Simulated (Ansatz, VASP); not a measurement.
N in VASP and in Ansatz

The input INCAR:

```
SYSTEM = N
PREC = Accurate
ENCUT = 520
EDIFF = 1E-6
ISMEAR = 0
SIGMA = 0.01
LREAL = .FALSE.
LASPH = .TRUE.
NELM = 120
ALGO = Normal
ISIF = 2
LWAVE = .FALSE.
LCHARG = .FALSE.
GGA = PE
NBANDS = 12
GGA_COMPAT = .FALSE.
NELMDL = -8
```

KPOINTS

```
regular mesh
0
G
  1 1 1
  0 0 0
```

The input POSCAR:

```
N
1.0
   11.0000000000      0.0000000000      0.0000000000
    0.0000000000     11.5000000000      0.0000000000
    0.0000000000      0.0000000000     12.0000000000
N
2
Direct
    0.5000000000      0.5000000000      0.4540848880
    0.5000000000      0.5000000000      0.5471651120
```

Input for Ansatz:

```yaml
crystal:
  lattice:
    - [11.0, 0.0, 0.0]
    - [0.0, 11.5, 0.0]
    - [0.0, 0.0, 12.0]
  atoms:
    - { symbol: "N", position: [0.5, 0.5, 0.454084888] }
    - { symbol: "N", position: [0.5, 0.5, 0.547165112] }
scf:
  occupations: { method: fixed }
output:
  forces: true
  stress: false
hamiltonian:
  xc: pbe
kpoints:
  mp_grid: { grid: [1, 1, 1] }
basis:
  ecutwfc: 600
```

Alike in both runs: task single point; functional PBE; k mesh 1 × 1 × 1; no spin polarisation.

```csv
,VASP,Ansatz
version,VASP 6.6.1,Ansatz 0.2.0
potentials or method,"VASP PAW PBE potentials, release 64 (N), cutoff 520 eV","scalar-relativistic, plane waves, PAW"
occupations,"gaussian, width 0.01 eV",fixed
valence electrons in the cell,10,10
```

Ansatz gave:

```
rms of the force components (eV/Å) : 1.152
```

Q: Estimate VASP's values.

A: rms of the force components (eV/Å): 0.325.

Atom by atom the forces differ by 0.827 eV/Å (rms over components). One of these differences is far larger than is usual between the two programs; its cause wasn't traced.

Noted on VASP's run: the standard files for N, O and F lose accuracy on very short bonds.
